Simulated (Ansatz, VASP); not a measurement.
Be in VASP and in Ansatz

The input INCAR:

```
PREC = Accurate
ENCUT = 600
EDIFF = 1E-7
ISMEAR = 0
SIGMA = 0.1
LREAL = False
LASPH = True
NELM = 100
ALGO = Normal
ISIF = 3
LWAVE = False
LCHARG = False
GGA = PE
IBRION = 2
NSW = 100
EDIFFG = -0.01
```

KPOINTS

```
Automatic mesh
0
Gamma
  18 18 28
```

The input POSCAR:

```
Be
1.0
    3.7010606470      0.0000000000      0.0000000000
   -1.8505303235      3.2052125413      0.0000000000
    0.0000000000      0.0000000000      1.9867328335
Be
2
Direct
    0.3333333333      0.6666666667      0.0000000000
    0.6666666667      0.3333333333      0.0000000000
```

Input for Ansatz:

```yaml
crystal:
  lattice:
    - [3.701060647, 0.0, 0.0]
    - [-1.8505303235, 3.2052125413, 0.0]
    - [0.0, 0.0, 1.9867328335]
  atoms:
    - { symbol: Be, position: [0.3333333333, 0.6666666667, 0.0] }
    - { symbol: Be, position: [0.6666666667, 0.3333333333, 0.0] }
basis:
  ecutwfc: 420
kpoints:
  mp_grid: { grid: [18, 18, 28] }
hamiltonian:
  xc: pbe
scf:
  occupations: { method: gaussian, width: 0.1 }
output:
  forces: true
  stress: true
  eigenvalues: true
relax:
  adjacent_minimum: "off"
  f_tol: 0.01
  max_steps: 80
  cell: { stress_tol: 0.05 }
```

Alike in both runs: task relaxation of cell and atoms; functional PBE; k mesh 18 × 18 × 28; occupations gaussian, width 0.1 eV; no spin polarisation.

```csv
,VASP,Ansatz
version,VASP 6.6.1,Ansatz 0.2.0
potentials or method,"VASP PAW PBE potentials, release 64 (Be), cutoff 600 eV","scalar-relativistic, plane waves, PAW"
valence electrons in the cell,4,4
```

```tsv
	VASP	Ansatz	Ansatz less VASP
gap on the k mesh at the Fermi level, each at its own relaxed structure (eV)	none	none	-
relaxed volume (Å³/atom)	11.84	11.83	-0.010
relaxed length of the cell vector where the two differ most in proportion (Å)	1.985	1.984	-0.0006
```

A gap of «none» marks a metal or a gap that the smearing closes.
